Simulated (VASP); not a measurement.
# H (P2/m) in VASP: notebook

Runs on H. Level: PBE. Tasks: single point.

All numbers are computed with VASP 6.6.1; they aren't measurements. Logs are shortened: lines on timing, memory, paths and dates and some standing lists are left out, and cuts for length are marked.

## Step 1: The cell of the first run

It takes space group P2/m (No. 10, monoclinic). Conventional cell: a = 0.907 Å, b = 2.519 Å, c = 2.723 Å, α = 90.00°, β = 91.67°, γ = 90.00°. Within 1.2 Å of H (site symmetry 2/m) lie 2 H at 0.91 Å.

## Step 2: Single point, PBE (strained)

Input file INCAR:

```
SYSTEM = H
PREC = Accurate ; ENCUT = 520
EDIFF = 1E-6 ; ISMEAR = 0
SIGMA = 0.05 ; LREAL = .False.
LASPH = .True. ; NELM = 80
ALGO = Normal ; ISIF = 2
LWAVE = .False. ; LCHARG = .False.
GGA = PE ; NBANDS = 6
```

Input file KPOINTS:

```
Automatic mesh
0
Gamma
  14 14 34
  0 0 0
```

Input file POSCAR:

```
H
1.0
    2.7231132211      0.0000000000      0.0375188845
    0.0000000000      2.5190910382      0.0000000000
    0.0138837797      0.0000000000      0.9066814130
H
1
Direct
    0.0000000000      0.0000000000      0.5000000000
```

Potentials or basis: VASP PAW PBE potentials, release 64 (H).

Started as:

```bash
$ cat potpaw_PBE.64/H/POTCAR > POTCAR
$ mpirun -np 1 vasp_std > vasp.out
```

OUTCAR:

```text
SYSTEM = H
   PREC = Accurate
   ENCUT = 520
   EDIFF = 1E-6
   ISMEAR = 0
   LREAL = .False.
   LASPH = .True.
   NELM = 80
   ISIF = 2
   GGA = PE

 ion  position               nearest neighbor table
   1  0.000  0.000  0.500-

  LATTYP: Found a simple monoclinic cell.
 ALAT       =     0.9067877061
 B/A-ratio  =     2.7780383668
 C/A-ratio  =     3.0033178183
 COS(beta)  =    -0.0290845106

  Lattice vectors:

 A1 = (   0.0138837797,   0.0000000000,   0.9066814130)
 A2 = (   0.0000000000,   2.5190910382,   0.0000000000)
 A3 = (  -2.7231132211,   0.0000000000,  -0.0375188845)

Analysis of symmetry for initial positions (statically):
=====================================================================
 Subroutine PRICEL returns:
 Original cell was already a primitive cell.

 Routine SETGRP: Setting up the symmetry group for a
 simple monoclinic supercell.

 Subroutine GETGRP returns: Found  4 space group operations
 (whereof  4 operations were pure point group operations)
 out of a pool of  4 trial point group operations.

The static configuration has the point symmetry C_2h.

Analysis of symmetry for dynamics (positions and initial velocities):
=====================================================================
 Subroutine PRICEL returns:
 Original cell was already a primitive cell.

 Routine SETGRP: Setting up the symmetry group for a
 simple monoclinic supercell.

 Subroutine GETGRP returns: Found  4 space group operations
 (whereof  4 operations were pure point group operations)
 out of a pool of  4 trial point group operations.

The dynamic configuration has the point symmetry C_2h.

 Subroutine INISYM returns: Found  4 space group operations
 (whereof  4 operations are pure point group operations),
 and found     1 'primitive' translations

----------------------------------------------------------------------------------------

                                     Primitive cell

  volume of cell :       6.2183

  direct lattice vectors                    reciprocal lattice vectors
     2.723113221  0.000000000  0.037518885     0.367304236  0.000000000 -0.005624435
     0.000000000  2.519091038  0.000000000     0.000000000  0.396968583  0.000000000
     0.013883780  0.000000000  0.906681413    -0.015199214  0.000000000  1.103155980

  length of vectors
     2.723371675  2.519091038  0.906787706     0.367347297  0.396968583  1.103260682

  position of ions in fractional coordinates (direct lattice)
     1.000000000  0.000000000  0.500000000

  ion indices of the primitive-cell ions
   primitive index   ion index
                 1           1

----------------------------------------------------------------------------------------

 KPOINTS: Automatic mesh

Automatic generation of k-mesh.
 Grid dimensions read from file:
 generate k-points for:   14   14   34

 Generating k-lattice:

  Cartesian coordinates                     Fractional coordinates (reciprocal lattice)
     0.026236017  0.000000000 -0.000401745     0.071428571  0.000000000 -0.000000000
     0.000000000  0.028354899  0.000000000     0.000000000  0.071428571  0.000000000
    -0.000447036  0.000000000  0.032445764    -0.000000000  0.000000000  0.029411765

  Length of vectors
     0.026239093  0.028354899  0.032448844

  Shift w.r.t. Gamma in fractional coordinates (k-lattice)
     0.000000000  0.000000000  0.000000000

 Subroutine IBZKPT returns following result:
 ===========================================

 Found   1920 irreducible k-points:

 Following reciprocal coordinates:
            Coordinates               Weight
  0.000000  0.000000  0.000000      1.000000
  0.071429  0.000000 -0.000000      2.000000
  0.142857  0.000000  0.000000      2.000000
  0.214286  0.000000 -0.000000      2.000000
  0.285714  0.000000 -0.000000      2.000000
  0.357143  0.000000 -0.000000      2.000000
[... 16 lines left out ...]
  0.428571  0.142857 -0.000000      4.000000
  0.500000  0.142857 -0.000000      2.000000
 [... further k-points ...]
   k-points           NKPTS =   1920   k-points in BZ     NKDIM =   1920   number of bands    NBANDS=      6
   number of dos      NEDOS =    301   number of ions     NIONS =      1
   total plane-waves  NPLWV =   3200
   dimension x,y,z NGX =    20 NGY =   20 NGZ =    8
   dimension x,y,z NGXF=    40 NGYF=   40 NGZF=   16
   ions per type =               1
   NGX,Y,Z   is equivalent  to a cutoff of  12.21, 13.20, 14.67 a.u.
   NGXF,Y,Z  is equivalent  to a cutoff of  24.42, 26.40, 29.33 a.u.
 SYSTEM =  H
   PREC   = accura    normal or accurate (medium, high low for compatibility)
   ISTART =      0    job   : 0-new  1-cont  2-samecut
   ICHARG =      2    charge: 1-file 2-atom 10-const
   ISPIN  =      1    spin polarized calculation?
   LNONCOLLINEAR =      F non collinear calculations
   LSORBIT =      F    spin-orbit coupling
   LASPH  =      T    aspherical Exc in radial PAW
   ENCUT  =  520.0 eV  38.22 Ry    6.18 a.u.   5.06  4.68  1.69*2*pi/ulx,y,z
   NELM   =     80;   NELMIN=  2; NELMDL= -5     # of ELM steps
   EDIFF  = 0.1E-05   stopping-criterion for ELM
   LREAL  =      F    real-space projection
   EDIFFG = 0.1E-04   stopping-criterion for IOM
   NSW    =      0    number of steps for IOM
   IBRION =     -1    ionic relax: 0-MD 1-quasi-New 2-CG
   NFREE  =      0    steps in history (QN), initial steepest desc. (CG)
   ISIF   =      2    stress and relaxation
   ISYM   =      2    0-nonsym 1-usesym 2-fastsym
   POTIM  = 0.5000    time-step for ionic-motion
   TEBEG  =    0.0;   TEEND  =   0.0 temperature during run
   PSTRESS=    0.0 pullay stress
   NELECT =       1.0000    total number of electrons
   NUPDOWN=      -1.0000    fix difference up-down
   EMIN   =  10.00;   EMAX   =-10.00  energy-range for DOS
   EFERMI =   0.00;   METHOD = LEGACY
   ISMEAR =     0;   SIGMA  =   0.05  broadening in eV -4-tet -1-fermi 0-gaus
   EFERMI_NEDOS =   21; number of points for ismear=-14 and -15
   IALGO  =     38    algorithm
   IMIX   =      4    mixing-type and parameters
     AMIX     =   0.40;   BMIX     =  1.00
     AMIX_MAG =   1.60;   BMIX_MAG =  1.00
  volume/ion in A,a.u.               =       6.22        41.96
  Fermi-wavevector in a.u.,A,eV,Ry     =   0.890261  1.682349 10.783494  0.792564
  Thomas-Fermi vector in A             =   2.011928
   LORBIT       =      0    0 simple, 1 ext, 2 COOP (PROOUT), +10 PAW based schemes
   GGA     = PE    functional components
   LHFCALC =     F    Hartree Fock is set to
   AEXX    =    0.0000 exact exchange contribution
   IVDW    =     0    specifies the selected vdW correction
   LEPSILON=     F    determine dielectric tensor
   LRPA    =     F    only Hartree local field effects (RPA)
 non-spin polarized calculation
 Gauss-broadening in eV      SIGMA  =   0.05
  energy-cutoff  :      520.00
  volume of cell :        6.22
 maximum number of plane-waves:       180
   NGX = 11   NGY =  9   NGZ =  3

 number of electron       1.0000000 magnetization

 Free energy of the ion-electron system (eV)
  ---------------------------------------------------
  ext. energy  EPLUGINS =         0.00000000
  ---------------------------------------------------
  free energy    TOTEN  =        -2.95738747 eV

  energy without entropy =       -2.95738527  energy(sigma->0) =       -2.95738637

 E-fermi :  -0.5093     XC(G=0):  -6.9499

 val. band max:       -0.5846100229   @ k =   0.5000   0.5000   0.2353
 cond. band min:      -0.4332378309   @ k =   0.0000   0.0000   0.2647
 fundamental gap:      0.1513721919
 Fermi energy:        -0.5093074554

 k-point     1 :       0.0000    0.0000    0.0000
  band No.  band energies     occupation
      1     -13.1443      2.00000
      2       8.3422      0.00000
      3      13.1049      0.00000
      4      16.0776      0.00000
      5      17.9781      0.00000
      6      36.0409      0.00000

 k-point     2 :       0.0714    0.0000   -0.0000
  band No.  band energies     occupation
      1     -13.0953      2.00000
      2       7.6483      0.00000
      3      13.4286      0.00000
      4      16.1623      0.00000
      5      18.6757      0.00000
      6      34.0193      0.00000

 k-point     3 :       0.1429    0.0000    0.0000
  band No.  band energies     occupation
      1     -12.9545      2.00000
      2       6.1845      0.00000
      3      13.9757      0.00000
      4      16.4125      0.00000
      5      20.5750      0.00000
      6      31.6497      0.00000

 k-point     4 :       0.2143    0.0000   -0.0000
  band No.  band energies     occupation
      1     -12.7401      2.00000
      2       4.6105      0.00000
      3      14.4998      0.00000
      4      16.8148      0.00000
      5      23.2626      0.00000
      6      29.5200      0.00000

 k-point     5 :       0.2857    0.0000   -0.0000
  band No.  band energies     occupation
      1     -12.4847      2.00000
      2       3.2007      0.00000
      3      15.0172      0.00000
      4      17.3386      0.00000
      5      26.4410      0.00000
      6      27.6945      0.00000
[... 136 lines left out ...]
 k-point    21 :       0.2857    0.1429   -0.0000
  band No.  band energies     occupation
      1     -12.2408      2.00000
      2       3.5512      0.00000
      3      10.7467      0.00000
      4      21.5292      0.00000
      5      22.4770      0.00000
      6      27.5626      0.00000

 k-point    22 :       0.3571    0.1429   -0.0000
  band No.  band energies     occupation
      1     -12.0002      2.00000
      2       2.5128      0.00000
      3      11.1414      0.00000
      4      20.2579      0.00000
      5      23.2124      0.00000
      6      30.6772      0.00000

 k-point    23 :       0.4286    0.1429   -0.0000
  band No.  band energies     occupation
      1     -11.8226      2.00000
      2       1.8342      0.00000
      3      11.5205      0.00000
      4      19.2384      0.00000
      5      23.8049      0.00000
      6      32.4942      0.00000

 k-point    24 :       0.5000    0.1429   -0.0000
  band No.  band energies     occupation
      1     -11.7565      2.00000
      2       1.5982      0.00000
      3      11.6820      0.00000
      4      18.8625      0.00000
      5      24.0238      0.00000
      6      32.1548      0.00000

 [... further k-points ...]

------------------------ aborting loop because EDIFF is reached ----------------------------------------

  FORCE on cell =-STRESS in cart. coord.  units (eV):
  Direction    XX          YY          ZZ          XY          YZ          ZX
  --------------------------------------------------------------------------------------
  -------------------------------------------------------------------------------------
  Total        0.0566369      0.1340525      1.2251262      0.0000000      0.0000000      0.0179129
  in kB       14.5927476     34.5392437    315.6594213      0.0000000      0.0000000      4.6153433
  external PRESSURE =     121.5971375 kB  Pullay stress =       0.0000000 kB

 VOLUME and BASIS-vectors are now :
 -----------------------------------------------------------------------------
  energy-cutoff  :      520.00
  volume of cell :        6.22
      direct lattice vectors                 reciprocal lattice vectors
     2.723113221  0.000000000  0.037518885     0.367304236  0.000000000 -0.005624435
     0.000000000  2.519091038  0.000000000     0.000000000  0.396968583  0.000000000
     0.013883780  0.000000000  0.906681413    -0.015199214  0.000000000  1.103155980

 POSITION                                       TOTAL-FORCE (eV/Angst)
 -----------------------------------------------------------------------------------
      0.00694      0.00000      0.45334         0.000000      0.000000      0.000000
 -----------------------------------------------------------------------------------
    total drift:                                0.000000      0.000000     -0.000000

  FREE ENERGIE OF THE ION-ELECTRON SYSTEM (eV)
  ---------------------------------------------------
  free  energy   TOTEN  =        -2.9573874671 eV

  energy  without entropy=       -2.9573852660  energy(sigma->0) =       -2.95738637
```

Wall time 34 s (1 thread of Intel Xeon Platinum 8488C (Sapphire Rapids), shared host); peak memory 0.16 GiB.

What came out:

```yaml
Free_energy: -2.9574 eV
Pressure: 12.2 GPa
Band_gap_on_the_k_mesh: zero (an odd number of electrons rules out a gap without spin polarisation)
```

Levels at points of the mesh, in eV from the Fermi level:
```tsv
k point	band 1	band 2	band 3	band 4
(0.00, 0.00, 0.00)	-12.63	8.85	13.61	16.59
(0.50, 0.00, 0.00)	-11.47	1.65	16.55	19.14
(0.00, 0.50, 0.00)	-10.97	2.11	15.28	17.16
(0.50, 0.50, 0.00)	-10.08	5.48	6.05	9.43
(0.00, 0.00, 0.50)	28.99	36.56	52.47	56.53
(0.50, 0.00, 0.50)	29.65	38.38	47.37	47.59
(0.00, 0.50, 0.50)	30.02	39.16	47.73	48.04
(0.50, 0.50, 0.50)	30.53	40.61	50.86	51.29
```

Caveat: the cell differs from its parent crystal (strained); the cell stands under pressure.

## Step 3: Single point, PBE (strained)

Input file INCAR:

```
PREC = Accurate
ENCUT = 520
EDIFF = 1E-6
ISMEAR = 0
SIGMA = 0.05
LREAL = F
LASPH = T
NELM = 60
ALGO = Normal
ISIF = 2
LWAVE = F
LCHARG = T
GGA = PE
LELF = T
LVHAR = T
NBANDS = 6
```

Input file KPOINTS:

```
Automatic mesh
0
Gamma
  14 14 34
```

Input file POSCAR:

```
H
1.0
    2.7624603564      0.0000000000      0.0000000000
    0.0000000000      2.6491883003      0.0506080999
    0.0000000000      0.0187274148      1.0560693143
H
1
Direct
    0.0000000000      0.0000000000      0.5000000000
```

Potentials or basis: VASP PAW PBE potentials, release 64 (H).

Started as:

```bash
$ cat potpaw_PBE.64/H/POTCAR > POTCAR
$ mpirun -np 1 vasp_std > vasp.out
```

OUTCAR:

```text
PREC = Accurate
   ENCUT = 520
   EDIFF = 1E-6
   ISMEAR = 0
   LREAL = F
   LASPH = T
   NELM = 60
   ISIF = 2
   GGA = PE

 ion  position               nearest neighbor table
   1  0.000  0.000  0.500-

  LATTYP: Found a simple monoclinic cell.
 ALAT       =     1.0562353491
 B/A-ratio  =     2.6153833601
 C/A-ratio  =     2.5085996677
 COS(beta)  =    -0.0368238689

  Lattice vectors:

 A1 = (   0.0000000000,   0.0187274148,   1.0560693143)
[... 395 lines left out ...]
      4      17.1060      0.00000
      5      21.9950      0.00000
      6      29.1954      0.00000

 [... further k-points ...]

------------------------ aborting loop because EDIFF is reached ----------------------------------------

  FORCE on cell =-STRESS in cart. coord.  units (eV):
  Direction    XX          YY          ZZ          XY          YZ          ZX
  --------------------------------------------------------------------------------------
  -------------------------------------------------------------------------------------
  Total        0.0368661      0.0709406     -0.8527461      0.0000000     -0.0140500      0.0000000
  in kB        7.6451005     14.7112978   -176.8382275      0.0000000     -2.9136115      0.0000000
  external PRESSURE =     -51.4939431 kB  Pullay stress =       0.0000000 kB

 VOLUME and BASIS-vectors are now :
 -----------------------------------------------------------------------------
  energy-cutoff  :      520.00
  volume of cell :        7.73
      direct lattice vectors                 reciprocal lattice vectors
     2.762460356  0.000000000  0.000000000     0.361996145  0.000000000  0.000000000
     0.000000000  2.649188300  0.050608100     0.000000000  0.377602028 -0.006696066
     0.000000000  0.018727415  1.056069314     0.000000000 -0.018095139  0.947228427

 POSITION                                       TOTAL-FORCE (eV/Angst)
 -----------------------------------------------------------------------------------
      0.00000      0.00936      0.52803         0.000000      0.000000      0.000000
 -----------------------------------------------------------------------------------
    total drift:                                0.000000      0.000000     -0.000000

  FREE ENERGIE OF THE ION-ELECTRON SYSTEM (eV)
  ---------------------------------------------------
  free  energy   TOTEN  =        -2.9822303991 eV

  energy  without entropy=       -2.9821669075  energy(sigma->0) =       -2.98219865
```

OSZICAR:

```text
N       E                     dE             d eps       ncg     rms          rms(c)
DAV:   1    -0.294957259316E+01   -0.29496E+01   -0.22737E+02 24474   0.695E+01
DAV:   2    -0.304026263611E+01   -0.90690E-01   -0.90564E-01 30612   0.564E+00
DAV:   3    -0.304030764099E+01   -0.45005E-04   -0.45005E-04 25896   0.122E-01
DAV:   4    -0.304030765451E+01   -0.13529E-07   -0.13848E-07 33990   0.197E-03
DAV:   5    -0.304030765453E+01   -0.14742E-10   -0.33648E-11 24954   0.208E-05    0.148E+00
DAV:   6    -0.300125619841E+01    0.39051E-01   -0.11689E-02 25662   0.350E-01    0.877E-01
DAV:   7    -0.298123545151E+01    0.20021E-01   -0.27939E-02 26646   0.574E-01    0.856E-02
DAV:   8    -0.298221408837E+01   -0.97864E-03   -0.77184E-04 26106   0.120E-01    0.582E-03
DAV:   9    -0.298222789061E+01   -0.13802E-04   -0.91976E-06 31176   0.158E-02    0.295E-03
DAV:  10    -0.298223039865E+01   -0.25080E-05   -0.24544E-06 25560   0.851E-03    0.260E-04
DAV:  11    -0.298223039906E+01   -0.41068E-09   -0.51112E-09 25434   0.448E-04
   1 F= -.29822304E+01 E0= -.29821987E+01  d E =-.634916E-04
```

Run time: 38 s. Hardware: 1 thread of Intel Xeon Platinum 8488C (Sapphire Rapids), shared host; peak memory 0.17 GiB.

Results:

* Free energy: -2.9822 eV
* Pressure: -5.1 GPa
* Band gap on the k mesh: zero (an odd number of electrons rules out a gap without spin polarisation)

Levels at points of the mesh, in eV from the Fermi level:
```
           k point  band 1  band 2  band 3
(0.00, 0.00, 0.00)   -9.57   10.36   15.18
(0.50, 0.00, 0.00)   -8.29    3.37   17.11
(0.00, 0.50, 0.00)   -8.02    3.61   16.44
(0.50, 0.50, 0.00)   -7.02    7.01    7.30
(0.00, 0.00, 0.50)   20.13   27.54   41.95
(0.50, 0.00, 0.50)   20.87   29.65   36.94
(0.00, 0.50, 0.50)   21.02   29.91   37.29
(0.50, 0.50, 0.50)   21.60   31.66   40.51
```

Caveat: the cell differs from its parent crystal (strained); the cell stands under tension.
